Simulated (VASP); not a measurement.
Runs of VASP 6.6.1 on MgO2. The structure is that of space group R-3m (No. 166), or close to it. The cells are those of the table. 

| cell | gap on the mesh (eV) | pressure (GPa) | largest force (eV/Å) |
| --- | --- | --- | --- |
| a = 3.797 Å, angles 47.9°, 3 atoms | 3.00 | (a) | 0.57 |
| a = 3.787 Å, angles 54.5°, 3 atoms | 2.08 | -1.4 | 4.21 |
| a = 3.921 Å, angles 46.3°, 3 atoms | 2.07 | 4.3 | 0.69 |
| a = 3.710 Å, angles 51.3°, 3 atoms | 3.10 | 14.2 | 3.28 |
| a = 3.639 Å, angles 47.9°, 3 atoms | 3.88 | 47.3 | 1.52 |
| a = 3.674 Å, angles 49.6°, 3 atoms | 3.53 | 27.8 | 2.53 |
| a = 4.079 Å, angles 46.3°, 3 atoms | 1.45 | -11.0 | 0.96 |
| a = 4.014 Å, angles 43.2°, 3 atoms | 1.04 | 8.8 | 2.10 |
| a = 4.046 Å, angles 44.8°, 3 atoms | 1.28 | -3.2 | 1.44 |
| a = 3.888 Å, angles 44.6°, 3 atoms | (c) | (d) | 1.47 |
| a = 3.763 Å, angles 46.2°, 3 atoms | 2.82 | 30.9 | 0.32 |
| a = 4.172 Å, angles 43.3°, 3 atoms | 0.60 | (b) | 1.80 |

Alike in all rows: task single point; level PBEsol; potentials or basis VASP PAW PBE potentials, release 64 (Mg, O); no spin polarisation; k mesh 12 × 12 × 12; cutoff (eV) 520; smearing gaussian 0.05 eV.

Task: Fill in the values left out.

Result: (a) 14.4; (b) -8.7; (c) 1.86; (d) 18.4.

Caveats: the PAW data sets were made with another functional, which shifts forces and pressure a little.

A k mesh can miss the band edges.
